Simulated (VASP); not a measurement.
Write the native input for VASP 6.6.1 that does the following.

* Task: single point
* Functional: PBE
* Potentials or basis: VASP PAW PBE potentials, release 64 (Ti_sv, B, N)
* Cutoff: 520 eV
* k mesh: 6 × 6 × 4
* Occupations: gaussian, width 0.1 eV
* Spin: no spin polarisation
* Dipole correction: no
* Further INCAR settings: ALGO = Normal; EDIFF = 1e-06; NBANDS = 26

The structure of TiB2N3 lies in POSCAR:

```
TiB2N3
1.0
    2.8076830091      0.0000000000      0.0000000000
    0.0000000000      2.8076830091      0.0000000000
    0.0000000000      0.0000000000      6.6277249052
Ti B N
1 2 3
Direct
    0.5000000000      0.5000000000      0.5000000000
    0.5000000000      0.5000000000      0.8759495783
    0.5000000000      0.5000000000      0.1240504217
    0.0000000000      0.0000000000      0.0000000000
    0.0000000000      0.0000000000      0.6057913782
    0.0000000000      0.0000000000      0.3942086218
```

One way to write it, as run:

INCAR

```
SYSTEM = TiB2N3
PREC = Accurate
ENCUT = 520
EDIFF = 1E-6
ISMEAR = 0
SIGMA = 0.1
LREAL = .False.
LASPH = .True.
NELM = 100
ALGO = Normal
ISIF = 2
LWAVE = .False.
LCHARG = .True.
GGA = PE
LELF = .True.
LVHAR = .True.
NBANDS = 26
```

KPOINTS

```
regular mesh
0
Gamma
  6 6 4
  0 0 0
```

Potentials or basis: VASP PAW PBE potentials, release 64 (Ti_sv, B, N).

Launch:

```bash
$ cat potpaw_PBE.64/Ti_sv/POTCAR potpaw_PBE.64/B/POTCAR potpaw_PBE.64/N/POTCAR > POTCAR
$ mpirun -np 1 vasp_std > vasp.out
```

It gave:

| Quantity | Value |
| --- | --- |
| Pressure | 0.5 GPa |
| Largest force | 0.212 eV/Å |

Caveat: the k points lie up to 0.37 Å⁻¹ apart.

Wall time 63 s on 1 thread of AMD EPYC 7R43 64-Core Processor (Zen 3), with other jobs on the host, peak memory 0.16 GiB.
